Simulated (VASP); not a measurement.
# Sn in VASP: a series of runs

Sn is run at these levels: r2SCAN; tasks: single point.

All numbers are computed with VASP 6.6.1; they aren't measurements. Logs are shortened: lines on timing, memory, paths and dates and some standing lists are left out, and cuts for length are marked.

### Step 1. The cell of the first run

It takes space group Im-3m (No. 229, cubic). Conventional cell: a = 3.789 Å, b = 3.789 Å, c = 3.789 Å, α = 90.00°, β = 90.00°, γ = 90.00°. Within 4.3 Å of Sn (site symmetry m-3m) lie 14 Sn at 3.28 to 3.79 Å.

### Step 2. Single point, r2SCAN

POSCAR reads:

```
Sn
1.0
   -1.8946520000      1.8946520000      1.8946520000
    1.8946520000     -1.8946520000      1.8946520000
    1.8946520000      1.8946520000     -1.8946520000
Sn
1
Direct
    0.0000000000      0.0000000000      0.0000000000
```

INCAR.step1 reads:

```
SYSTEM = Sn
PREC = Accurate
ENCUT = 520
ISMEAR = -1
SIGMA = 0.1
LREAL = .False.
LASPH = .True.
NELM = 60
NBANDS = 13
GGA = PE
ALGO = Normal
EDIFF = 1E-4
LWAVE = .True.
LCHARG = .False.
```

INCAR.step2 reads:

```
SYSTEM = Sn
PREC = Accurate
ENCUT = 520
EDIFF = 1E-6
ISMEAR = -1
SIGMA = 0.1
LREAL = .False.
LASPH = .True.
NELM = 60
ALGO = Normal
ISIF = 2
LWAVE = .False.
LCHARG = .False.
METAGGA = R2SCAN
LMIXTAU = .True.
NBANDS = 13
ISTART = 1
```

KPOINTS reads:

```
Automatic mesh
0
Gamma
  13 13 13
  0 0 0
```

Potentials or basis: VASP PAW PBE potentials, release 64 (Sn_d).

Started as:

```
> cat potpaw_PBE.64/Sn_d/POTCAR > POTCAR
> cp INCAR.step1 INCAR
> mpirun -np 1 vasp_std > vasp.out
> cp INCAR.step2 INCAR
> mpirun -np 1 vasp_std > vasp.out
```

OUTCAR:

```text
SYSTEM = Sn
   PREC = Accurate
   ENCUT = 520
   EDIFF = 1E-6
   ISMEAR = -1
   LREAL = .False.
   LASPH = .True.
   NELM = 60
   ISIF = 2
   METAGGA = R2SCAN
   ISTART = 1

 ion  position               nearest neighbor table
   1  0.000  0.000  0.000-

  LATTYP: Found a body centered cubic cell.
 ALAT       =     3.7893040000

  Lattice vectors:

 A1 = (  -1.8946520000,   1.8946520000,   1.8946520000)
 A2 = (   1.8946520000,  -1.8946520000,   1.8946520000)
 A3 = (   1.8946520000,   1.8946520000,  -1.8946520000)

Analysis of symmetry for initial positions (statically):
=====================================================================
 Subroutine PRICEL returns:
 Original cell was already a primitive cell.

 Routine SETGRP: Setting up the symmetry group for a
 body centered cubic supercell.

 Subroutine GETGRP returns: Found 48 space group operations
 (whereof 48 operations were pure point group operations)
 out of a pool of 48 trial point group operations.

The static configuration has the point symmetry O_h .

Analysis of symmetry for dynamics (positions and initial velocities):
=====================================================================
 Subroutine PRICEL returns:
 Original cell was already a primitive cell.

 Routine SETGRP: Setting up the symmetry group for a
 body centered cubic supercell.

 Subroutine GETGRP returns: Found 48 space group operations
 (whereof 48 operations were pure point group operations)
 out of a pool of 48 trial point group operations.

The dynamic configuration has the point symmetry O_h .

 Subroutine INISYM returns: Found 48 space group operations
 (whereof 48 operations are pure point group operations),
 and found     1 'primitive' translations

----------------------------------------------------------------------------------------

                                     Primitive cell

  volume of cell :      27.2050

  direct lattice vectors                    reciprocal lattice vectors
    -1.894652000  1.894652000  1.894652000     0.000000000  0.263900706  0.263900706
     1.894652000 -1.894652000  1.894652000     0.263900706  0.000000000  0.263900706
     1.894652000  1.894652000 -1.894652000     0.263900706  0.263900706  0.000000000

  length of vectors
     3.281633527  3.281633527  3.281633527     0.373211957  0.373211957  0.373211957

  position of ions in fractional coordinates (direct lattice)
     0.000000000  0.000000000  0.000000000

  ion indices of the primitive-cell ions
   primitive index   ion index
                 1           1

----------------------------------------------------------------------------------------

 KPOINTS: Automatic mesh

Automatic generation of k-mesh.
 Grid dimensions read from file:
 generate k-points for:   13   13   13

 Generating k-lattice:

  Cartesian coordinates                     Fractional coordinates (reciprocal lattice)
     0.000000000  0.020300054  0.020300054     0.076923077  0.000000000  0.000000000
     0.020300054  0.000000000  0.020300054     0.000000000  0.076923077  0.000000000
     0.020300054  0.020300054  0.000000000     0.000000000  0.000000000  0.076923077

  Length of vectors
     0.028708612  0.028708612  0.028708612

  Shift w.r.t. Gamma in fractional coordinates (k-lattice)
     0.000000000  0.000000000  0.000000000

 Subroutine IBZKPT returns following result:
 ===========================================

 Found     84 irreducible k-points:

 Following reciprocal coordinates:
            Coordinates               Weight
  0.000000  0.000000  0.000000      1.000000
  0.076923  0.000000  0.000000     12.000000
  0.153846  0.000000  0.000000     12.000000
  0.230769  0.000000  0.000000     12.000000
  0.307692  0.000000  0.000000     12.000000
  0.384615  0.000000  0.000000     12.000000
[... 16 lines left out ...]
  0.153846  0.076923  0.076923     24.000000
  0.230769  0.076923  0.076923     24.000000
 [... further k-points ...]
   k-points           NKPTS =     84   k-points in BZ     NKDIM =     84   number of bands    NBANDS=     13
   number of dos      NEDOS =    301   number of ions     NIONS =      1
   total plane-waves  NPLWV =  13824
   dimension x,y,z NGX =    24 NGY =   24 NGZ =   24
   dimension x,y,z NGXF=    48 NGYF=   48 NGZF=   48
   ions per type =               1
   NGX,Y,Z   is equivalent  to a cutoff of  12.16, 12.16, 12.16 a.u.
   NGXF,Y,Z  is equivalent  to a cutoff of  24.32, 24.32, 24.32 a.u.
 SYSTEM =  Sn
   PREC   = accura    normal or accurate (medium, high low for compatibility)
   ISTART =      1    job   : 0-new  1-cont  2-samecut
   ICHARG =      0    charge: 1-file 2-atom 10-const
   ISPIN  =      1    spin polarized calculation?
   LNONCOLLINEAR =      F non collinear calculations
   LSORBIT =      F    spin-orbit coupling
   LASPH  =      T    aspherical Exc in radial PAW
   ENCUT  =  520.0 eV  38.22 Ry    6.18 a.u.   6.10  6.10  6.10*2*pi/ulx,y,z
   NELM   =     60;   NELMIN=  2; NELMDL=  0     # of ELM steps
   EDIFF  = 0.1E-05   stopping-criterion for ELM
   LREAL  =      F    real-space projection
   EDIFFG = 0.1E-04   stopping-criterion for IOM
   NSW    =      0    number of steps for IOM
   IBRION =     -1    ionic relax: 0-MD 1-quasi-New 2-CG
   NFREE  =      0    steps in history (QN), initial steepest desc. (CG)
   ISIF   =      2    stress and relaxation
   ISYM   =      2    0-nonsym 1-usesym 2-fastsym
   POTIM  = 0.5000    time-step for ionic-motion
   TEBEG  =    0.0;   TEEND  =   0.0 temperature during run
   PSTRESS=    0.0 pullay stress
   NELECT =      14.0000    total number of electrons
   NUPDOWN=      -1.0000    fix difference up-down
   EMIN   =  10.00;   EMAX   =-10.00  energy-range for DOS
   EFERMI =   0.00;   METHOD = LEGACY
   ISMEAR =    -1;   SIGMA  =   0.10  broadening in eV -4-tet -1-fermi 0-gaus
   EFERMI_NEDOS =   21; number of points for ismear=-14 and -15
   IALGO  =     38    algorithm
   IMIX   =      4    mixing-type and parameters
     AMIX     =   0.40;   BMIX     =  1.00
     AMIX_MAG =   1.60;   BMIX_MAG =  1.00
  volume/ion in A,a.u.               =      27.20       183.59
  Fermi-wavevector in a.u.,A,eV,Ry     =   1.311902  2.479135 23.416808  1.721087
  Thomas-Fermi vector in A             =   2.442331
   LORBIT       =      0    0 simple, 1 ext, 2 COOP (PROOUT), +10 PAW based schemes
   METAGGA = R2SCAN    functional components
   LHFCALC =     F    Hartree Fock is set to
   AEXX    =    0.0000 exact exchange contribution
   IVDW    =     0    specifies the selected vdW correction
   LEPSILON=     F    determine dielectric tensor
   LRPA    =     F    only Hartree local field effects (RPA)
 non-spin polarized calculation
  energy-cutoff  :      520.00
  volume of cell :       27.20
 maximum number of plane-waves:       745
   NGX = 13   NGY = 13   NGZ = 13

 number of electron      13.9999996 magnetization

 Free energy of the ion-electron system (eV)
  ---------------------------------------------------
  ext. energy  EPLUGINS =         0.00000000
  ---------------------------------------------------
  free energy    TOTEN  =       -24.50907379 eV

  energy without entropy =      -24.48764298  energy(sigma->0) =      -24.49835839

 E-fermi :   7.9874     XC(G=0): -11.2553

 val. band max:        7.9814393245   @ k =   0.3077   0.1538   0.1538
 cond. band min:       8.0923045571   @ k =  -0.3846   0.4615   0.2308
 fundamental gap:      0.1108652326
 Fermi energy:         7.9873954446

 k-point     1 :       0.0000    0.0000    0.0000
  band No.  band energies     occupation
      1     -14.2437      2.00000
      2     -14.2436      2.00000
      3     -14.2436      2.00000
      4     -14.0914      2.00000
      5     -14.0914      2.00000
      6      -3.6218      2.00000
      7      16.4454      0.00000
      8      16.4454      0.00000
      9      16.4455      0.00000
     10      20.9329      0.00000
     11      20.9330      0.00000
     12      20.9330      0.00000
     13      21.2371      0.00000

 k-point     2 :       0.0769    0.0000    0.0000
  band No.  band energies     occupation
      1     -14.2465      2.00000
      2     -14.2395      2.00000
      3     -14.2303      2.00000
      4     -14.0946      2.00000
      5     -14.0919      2.00000
      6      -3.4853      2.00000
      7      15.2852      0.00000
      8      15.8887      0.00000
      9      16.2750      0.00000
     10      19.5901      0.00000
     11      19.7895      0.00000
     12      20.6603      0.00000
     13      22.0264      0.00000

 k-point     3 :       0.1538    0.0000    0.0000
  band No.  band energies     occupation
      1     -14.2544      2.00000
      2     -14.2292      2.00000
      3     -14.1926      2.00000
      4     -14.1027      2.00000
      5     -14.0932      2.00000
      6      -3.0754      2.00000
      7      12.8817      0.00000
      8      14.7851      0.00000
      9      15.7977      0.00000
     10      18.5309      0.00000
     11      18.7345      0.00000
     12      20.5681      0.00000
     13      22.4822      0.00000
[... 305 lines left out ...]
 k-point    23 :       0.1538    0.0769    0.0769
  band No.  band energies     occupation
      1     -14.2571      2.00000
      2     -14.2346      2.00000
      3     -14.1191      2.00000
      4     -14.1060      2.00000
      5     -14.0985      2.00000
      6      -2.1179      2.00000
      7      10.1347      0.00000
      8      12.3644      0.00000
      9      13.2295      0.00000
     10      19.6476      0.00000
     11      19.7848      0.00000
     12      21.6764      0.00000
     13      23.1301      0.00000

 k-point    24 :       0.2308    0.0769    0.0769
  band No.  band energies     occupation
      1     -14.2679      2.00000
      2     -14.2218      2.00000
      3     -14.1103      2.00000
      4     -14.0984      2.00000
      5     -14.0761      2.00000
      6      -1.1677      2.00000
      7       7.9068      1.38247
      8      11.2386      0.00000
      9      12.5491      0.00000
     10      19.2789      0.00000
     11      19.6054      0.00000
     12      22.1804      0.00000
     13      23.7708      0.00000

 [... further k-points ...]
[... 5 lines left out ...]
  --------------------------------------------------------------------------------------
  -------------------------------------------------------------------------------------
  Total       -0.0632336     -0.0632336     -0.0632336      0.0000000     -0.0000000      0.0000000
  in kB       -3.7240063     -3.7240063     -3.7240063      0.0000000     -0.0000000      0.0000000
  external PRESSURE =      -3.7240063 kB  Pullay stress =       0.0000000 kB

 VOLUME and BASIS-vectors are now :
 -----------------------------------------------------------------------------
  energy-cutoff  :      520.00
  volume of cell :       27.20
      direct lattice vectors                 reciprocal lattice vectors
    -1.894652000  1.894652000  1.894652000     0.000000000  0.263900706  0.263900706
     1.894652000 -1.894652000  1.894652000     0.263900706  0.000000000  0.263900706
     1.894652000  1.894652000 -1.894652000     0.263900706  0.263900706  0.000000000

 POSITION                                       TOTAL-FORCE (eV/Angst)
 -----------------------------------------------------------------------------------
      0.00000      0.00000      0.00000         0.000000      0.000000      0.000000
 -----------------------------------------------------------------------------------
    total drift:                                0.000000      0.000000      0.000000

  FREE ENERGIE OF THE ION-ELECTRON SYSTEM (eV)
  ---------------------------------------------------
  free  energy   TOTEN  =       -24.5090737947 eV

  energy  without entropy=      -24.4876429783  energy(sigma->0) =      -24.49835839
```

Wall time 55 s (1 thread of AMD EPYC 9R45 (Zen 5), shared host); peak memory 0.13 GiB.

Results:

| Item | Value |
| --- | --- |
| Free energy | -24.5091 eV |
| Pressure | -0.4 GPa |
| Band gap on the k mesh | zero (band 7 reaches 16.45 eV, above the bottom of band 8 at 5.54 eV) |

Caveat: the PAW data sets were made with another functional, which shifts forces and pressure a little; spin-orbit coupling is left out, which moves the levels of the heavy elements.

### Step 3. Single point, r2SCAN

This run uses another cell than the first one, of 25.60 Å³/atom, 0.941 times its volume.

POSCAR reads:

```
Sn
1.0
   -1.8378124400      1.8378124400      1.8946520000
    1.8378124400     -1.8378124400      1.8946520000
    1.8378124400      1.8378124400     -1.8946520000
Sn
1
Direct
    0.0000000000      0.0000000000      0.0000000000
```

INCAR.step1 reads:

```
PREC = Accurate ; ENCUT = 520
ISMEAR = -1 ; SIGMA = 0.1
LREAL = F ; LASPH = T
NELM = 80 ; NBANDS = 13
GGA = PE ; ALGO = Normal
EDIFF = 1E-4 ; LWAVE = T
LCHARG = F
```

INCAR.step2 reads:

```
PREC = Accurate ; ENCUT = 520
EDIFF = 1E-7 ; ISMEAR = -1
SIGMA = 0.1 ; LREAL = F
LASPH = T ; NELM = 80
ALGO = Normal ; ISIF = 2
LWAVE = F ; LCHARG = F
METAGGA = R2SCAN ; LMIXTAU = T
NBANDS = 13 ; ISTART = 1
```

KPOINTS reads:

```
regular mesh
0
Gamma
  13 13 13
```

Potentials or basis: VASP PAW PBE potentials, release 64 (Sn_d).

Started as:

```
> cat potpaw_PBE.64/Sn_d/POTCAR > POTCAR
> cp INCAR.step1 INCAR
> mpirun -np 1 vasp_std > vasp.out
> cp INCAR.step2 INCAR
> mpirun -np 1 vasp_std > vasp.out
```

Wall time 2.1 min (1 thread of AMD EPYC 9R45 (Zen 5), shared host); peak memory 0.15 GiB.

It converged, with:

```
Free energy            : -24.4979 eV
Pressure               : 3.1 GPa
Band gap on the k mesh : zero (band 7 reaches 17.69 eV, above the bottom of band 8 at 6.10 eV)
```

Stress tensor (GPa, compression positive):
```
2.69 0.00 0.00
0.00 2.69 0.00
0.00 0.00 3.95
```

Levels at points of the mesh, in eV from the Fermi level:
```csv
k point,band 3,band 4,band 5,band 6,band 7,band 8,band 9,band 10,band 11,band 12
"(0.00, 0.00, 0.00)",-22.29,-22.13,-22.11,-12.11,8.92,9.12,9.12,12.73,13.22,13.22
```

Caveat: the PAW data sets were made with another functional, which shifts forces and pressure a little; spin-orbit coupling is left out, which moves the levels of the heavy elements.
